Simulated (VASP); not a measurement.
# LiNbO3 (R-3c) in VASP: notebook, part 3 of 3

VASP 6.6.1. The steps go on from the part before.

## (5) Single point, r2SCAN

The input, POSCAR:

```
LiNbO3
1.0
    2.5923872640      1.4967154847      4.5628211585
   -2.5923872640      1.4967154847      4.5628211585
    0.0000000000     -2.9934309694      4.5628211585
Li Nb O
2 2 6
Direct
    0.2500000000      0.2500000000      0.2500000000
    0.7500000000      0.7500000000      0.7500000000
    0.0000000000      0.0000000000      0.0000000000
    0.5000000000      0.5000000000      0.5000000000
    0.1284835452      0.3715164548      0.7500000000
    0.7500000000      0.1284835452      0.3715164548
    0.3715164548      0.7500000000      0.1284835452
    0.8715164548      0.6284835452      0.2500000000
    0.2500000000      0.8715164548      0.6284835452
    0.6284835452      0.2500000000      0.8715164548
```

The input, INCAR.step1:

```
SYSTEM = LiNbO3
  PREC = Accurate
  ENCUT = 520
  ISMEAR = 0
  SIGMA = 0.05
  LREAL = .False.
  LASPH = .True.
  NELM = 80
  NBANDS = 45
  GGA = PE
  ALGO = Normal
  EDIFF = 1E-4
  LWAVE = .True.
  LCHARG = .False.
```

The input, INCAR.step2:

```
SYSTEM = LiNbO3
  PREC = Accurate
  ENCUT = 520
  EDIFF = 1E-7
  ISMEAR = 0
  SIGMA = 0.05
  LREAL = .False.
  LASPH = .True.
  NELM = 80
  ALGO = Normal
  ISIF = 2
  LWAVE = .False.
  LCHARG = .False.
  METAGGA = R2SCAN
  LMIXTAU = .True.
  NBANDS = 45
  ISTART = 1
```

The input, KPOINTS:

```
regular mesh
0
Gamma
  6 6 6
  0 0 0
```

Potentials or basis: VASP PAW PBE potentials, release 64 (Li_sv, Nb_sv, O).

Started as:

```bash
cat potpaw_PBE.64/Li_sv/POTCAR potpaw_PBE.64/Nb_sv/POTCAR potpaw_PBE.64/O/POTCAR > POTCAR
cp INCAR.step1 INCAR
mpirun -np 1 vasp_std > vasp.out
cp INCAR.step2 INCAR
mpirun -np 1 vasp_std > vasp.out
```

OUTCAR:

```text
SYSTEM = LiNbO3
   PREC = Accurate
   ENCUT = 520
   EDIFF = 1E-7
   ISMEAR = 0
   LREAL = .False.
   LASPH = .True.
   NELM = 80
   ISIF = 2
   METAGGA = R2SCAN
   ISTART = 1

 ion  position               nearest neighbor table
   1  0.250  0.250  0.250-   9 1.96  10 1.96   8 1.96
   2  0.750  0.750  0.750-   6 1.96   7 1.96   5 1.96
   3  0.000  0.000  0.000-   5 1.98   8 1.98   6 1.98   9 1.98   7 1.98  10 1.98
   4  0.500  0.500  0.500-   5 1.98   8 1.98   7 1.98  10 1.98   9 1.98   6 1.98
   5  0.128  0.372  0.750-   2 1.96   3 1.98   4 1.98
   6  0.750  0.128  0.372-   2 1.96   3 1.98   4 1.98
   7  0.372  0.750  0.128-   2 1.96   4 1.98   3 1.98
   8  0.872  0.628  0.250-   1 1.96   3 1.98   4 1.98
   9  0.250  0.872  0.628-   1 1.96   3 1.98   4 1.98
  10  0.628  0.250  0.872-   1 1.96   4 1.98   3 1.98

  LATTYP: Found a trigonal (rhomboedric) cell.
 ALAT       =     5.4571023349
 COS(alpha) =     0.5486581986

  Lattice vectors:

 A1 = (   2.5923872640,   1.4967154847,   4.5628211585)
 A2 = (  -2.5923872640,   1.4967154847,   4.5628211585)
 A3 = (   0.0000000000,  -2.9934309694,   4.5628211585)

Analysis of symmetry for initial positions (statically):
=====================================================================
 Subroutine PRICEL returns:
 Original cell was already a primitive cell.

 Routine SETGRP: Setting up the symmetry group for a
 trigonal (rhombohedral) supercell.

 Subroutine GETGRP returns: Found 12 space group operations
 (whereof  6 operations were pure point group operations)
 out of a pool of 12 trial point group operations.

The static configuration has the point symmetry S_6 .
 The point group associated with its full space group is D_3d.

Analysis of symmetry for dynamics (positions and initial velocities):
=====================================================================
 Subroutine PRICEL returns:
 Original cell was already a primitive cell.

 Routine SETGRP: Setting up the symmetry group for a
[... 152 lines left out ...]
   LEPSILON=     F    determine dielectric tensor
   LRPA    =     F    only Hartree local field effects (RPA)
 non-spin polarized calculation
 Gauss-broadening in eV      SIGMA  =   0.05
  energy-cutoff  :      520.00
  volume of cell :      106.22
 maximum number of plane-waves:      2908
 NGX is ok and might be reduce to    42
   NGX = 21   NGY = 21   NGZ = 21

 number of electron      68.0000012 magnetization

 Free energy of the ion-electron system (eV)
  ---------------------------------------------------
  ext. energy  EPLUGINS =         0.00000000
  ---------------------------------------------------
  free energy    TOTEN  =      -118.30856221 eV

  energy without entropy =     -118.30856221  energy(sigma->0) =     -118.30856221

 E-fermi :   3.7431     XC(G=0): -11.4876

 val. band max:        3.3729969075   @ k =  -0.1667   0.1667   0.0000
 cond. band min:       6.3358731864   @ k =   0.5000   0.5000   0.0000
 fundamental gap:      2.9628762789
 Fermi energy:         3.7431219141

 k-point     1 :       0.0000    0.0000    0.0000
  band No.  band energies     occupation
      1     -52.8176      2.00000
      2     -52.8000      2.00000
      3     -40.7421      2.00000
      4     -40.7403      2.00000
      5     -28.3273      2.00000
      6     -28.3273      2.00000
[... 1141 lines left out ...]
     44      13.9868      0.00000
     45      14.3129      0.00000

 [... further k-points ...]

------------------------ aborting loop because EDIFF is reached ----------------------------------------

  FORCE on cell =-STRESS in cart. coord.  units (eV):
  Direction    XX          YY          ZZ          XY          YZ          ZX
  --------------------------------------------------------------------------------------
  -------------------------------------------------------------------------------------
  Total       -0.0559835     -0.0559835     -0.1157977      0.0000000      0.0000000      0.0000000
  in kB       -0.8443969     -0.8443969     -1.7465729      0.0000000      0.0000000      0.0000000
  external PRESSURE =      -1.1451222 kB  Pullay stress =       0.0000000 kB

 VOLUME and BASIS-vectors are now :
 -----------------------------------------------------------------------------
  energy-cutoff  :      520.00
  volume of cell :      106.22
      direct lattice vectors                 reciprocal lattice vectors
     2.592387264  1.496715485  4.562821159     0.192872418  0.111354942  0.073054218
    -2.592387264  1.496715485  4.562821159    -0.192872418  0.111354942  0.073054218
     0.000000000 -2.993430969  4.562821159     0.000000000 -0.222709885  0.073054218

 POSITION                                       TOTAL-FORCE (eV/Angst)
 -----------------------------------------------------------------------------------
      0.00000      0.00000      3.42212        -0.000000      0.000000      0.000000
      0.00000      0.00000     10.26635        -0.000000      0.000000      0.000000
      0.00000      0.00000      0.00000        -0.000000      0.000000      0.000000
      0.00000      0.00000      6.84423        -0.000000      0.000000      0.000000
     -0.63004     -1.49672      5.70353         0.004304      0.000000      0.000000
      1.61121      0.20273      5.70353        -0.002152      0.003727      0.000000
     -0.98118      1.29398      5.70353        -0.002152     -0.003727      0.000000
      0.63004      1.49672      7.98494        -0.004304      0.000000     -0.000000
     -1.61121     -0.20273      7.98494         0.002152     -0.003727      0.000000
      0.98118     -1.29398      7.98494         0.002152      0.003727      0.000000
 -----------------------------------------------------------------------------------
    total drift:                                0.000000      0.000000     -0.000000

  FREE ENERGIE OF THE ION-ELECTRON SYSTEM (eV)
  ---------------------------------------------------
  free  energy   TOTEN  =      -118.3085622060 eV

  energy  without entropy=     -118.3085622060  energy(sigma->0) =     -118.30856221
```

Wall time 17 min (1 thread of AMD EPYC 7R13 (Zen 3), shared host); peak memory 0.33 GiB.

Results:

```
Free energy            : -118.3086 eV
Largest force          : 0.004 eV/Å
Band gap on the k mesh : 2.96 eV (least direct gap 3.08 eV)
```

Forces on the atoms (eV/Å):
```
Li   0.000  0.000  0.000
Li   0.000  0.000  0.000
Nb   0.000  0.000  0.000
Nb   0.000  0.000  0.000
O    0.004  0.000  0.000
O   -0.002  0.004  0.000
O   -0.002 -0.004  0.000
O   -0.004  0.000  0.000
O    0.002 -0.004  0.000
O    0.002  0.004  0.000
```

Levels at points of the mesh, in eV from the valence-band top:
```csv
k point,band 31,band 32,band 33,band 34,band 35,band 36,band 37,band 38
"(0.00, 0.00, 0.00)",-0.28,-0.22,-0.22,-0.07,3.01,3.01,3.17,5.11
"(0.50, 0.00, 0.00)",-0.29,-0.29,-0.23,-0.23,4.59,4.59,4.64,4.64
"(0.50, 0.50, 0.00)",-0.99,-0.45,-0.32,-0.28,2.96,4.04,4.40,4.81
"(0.50, 0.50, 0.50)",-0.31,-0.31,-0.31,-0.31,4.64,4.64,4.91,4.91
```

Caveat: the cutoff is under 1.25 times the usual one of these potentials, so pressure, stress and relaxed cells hold a basis-set (Pulay) error; the PAW data sets were made with another functional, which shifts forces and pressure a little.

## (6) Overview

| cell | smearing | gap on the mesh (eV) |
| --- | --- | --- |
| a = 5.457 Å, angles 56.7°, 10 atoms, atomic positions A | gaussian 0.02 eV | 2.96 |
| a = 5.457 Å, angles 56.7°, 10 atoms, atomic positions A | gaussian 0.05 eV | 2.96 |
| a = 5.535 Å, angles 57.1°, 10 atoms, atomic positions B | gaussian 0.1 eV | 2.79 |

Alike in all rows: task single point; level r2SCAN; potentials or basis VASP PAW PBE potentials, release 64 (Li_sv, Nb_sv, O); no spin polarisation; k mesh 6 × 6 × 6; cutoff (eV) 520.

Caveats: the cutoff is under 1.25 times the usual one of these potentials, so pressure, stress and relaxed cells hold a basis-set (Pulay) error; the PAW data sets were made with another functional, which shifts forces and pressure a little.

Absolute energies hang on the potentials; compare differences alone.
